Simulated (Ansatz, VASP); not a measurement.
## Rh: VASP beside Ansatz

The input INCAR:

```
SYSTEM = Rh
ALGO = Fast ; EDIFF = 1E-7
ENCUT = 520 ; GGA = PS
ISIF = 2 ; ISMEAR = 0
LASPH = .TRUE. ; LCHARG = .TRUE.
LELF = .TRUE. ; LREAL = .FALSE.
LVHAR = .TRUE. ; LWAVE = .FALSE.
NBANDS = 22 ; NELM = 60
PREC = Accurate ; SIGMA = 0.15
```

The input KPOINTS:

```
k-points
0
G
  21 21 12
  0 0 0
```

The input POSCAR:

```
Rh
1.0
    2.8129084135      0.0000000000      0.0000000000
   -1.4064542067      2.4360501446      0.0000000000
    0.0000000000      0.0000000000      4.4284890000
Rh
2
Direct
    0.6666666667      0.3333333333      0.7500000000
    0.3333333333      0.6666666667      0.2500000000
```

Input for Ansatz:

```yaml
crystal:
  lattice:
    - [2.8129084135, 0.0, 0.0]
    - [-1.4064542067, 2.4360501446, 0.0]
    - [0.0, 0.0, 4.428489]
  atoms:
    - { symbol: Rh, position: [0.6666666667, 0.3333333333, 0.75] }
    - { symbol: Rh, position: [0.3333333333, 0.6666666667, 0.25] }
basis:
  ecutwfc: 420
kpoints:
  mp_grid: { grid: [21, 21, 12] }
hamiltonian:
  xc: pbesol
scf:
  occupations: { method: gaussian, width: 0.15 }
output:
  forces: true
  stress: true
  eigenvalues: true
```

Change from the starting cell: strain +0.030 along x and y, +0.000 along z, atoms carried along.

Alike in both runs: task single point; functional PBEsol; k mesh 21 × 21 × 12; occupations gaussian, width 0.15 eV; no spin polarisation.

|  | VASP | Ansatz |
| --- | --- | --- |
| version | VASP 6.6.1 | Ansatz 0.2.0 |
| potentials or method | VASP PAW PBE potentials, release 64 (Rh_pv), cutoff 520 eV | scalar-relativistic, plane waves, PAW |
| valence electrons in the cell | 30 | 34 |

|  | VASP | Ansatz | Ansatz less VASP |
| --- | --- | --- | --- |
| gap on the k mesh at the Fermi level (eV) | none | none | - |
| pressure (GPa) | -24.4 | -24.4 | +0.01 |
| traceless stress, the component that is largest in VASP (GPa) | 2.32 | 2.31 | -0.005 |

VASP's potentials were made for PBE, not for PBEsol. A gap of «none» marks a metal or a gap that the smearing closes. VASP's potentials hold 30 valence electrons a cell and Ansatz's 34, so a difference there can come from the potentials and not from the codes.
